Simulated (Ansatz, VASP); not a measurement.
## HfB2 in VASP and in Ansatz

```
Hf B
1.0
     3.13563    0.00000    0.00000
    -1.56781    2.71553    0.00000
     0.00000    0.00000    3.48205
Hf B
1 2
Direct
  0.00000 0.00000 0.00000
  0.33333 0.66667 0.50000
  0.66667 0.33333 0.50000
```

Alike in both runs: functional r2SCAN; k mesh 12 × 12 × 10; occupations fermi-dirac, width 0.1 eV; no spin polarisation.

Ansatz relaxed the structure, and its values are those at the end. VASP's run is a single point on that final structure, the one shown.

|  | VASP | Ansatz |
| --- | --- | --- |
| version | VASP 6.6.1 | Ansatz 0.2.0 |
| potentials or method | VASP PAW PBE potentials, release 64 (Hf_pv, B), cutoff 520 eV | PAW plane waves |
| valence electrons in the cell | 16 | 32 |

Ansatz gave:

- pressure (GPa): 0.0

Question: Which values does VASP return?

Answer: Pressure (GPa): -0.6.

VASP's potentials were made for PBE, not for r2SCAN. The functional is the same, so the differences come from potentials, cutoffs and numerics. VASP's potentials hold 16 valence electrons a cell and Ansatz's 32, so a difference there can come from the potentials and not from the codes. Ansatz's warnings: stress scf threshold loose.

Spin-orbit coupling is off throughout.
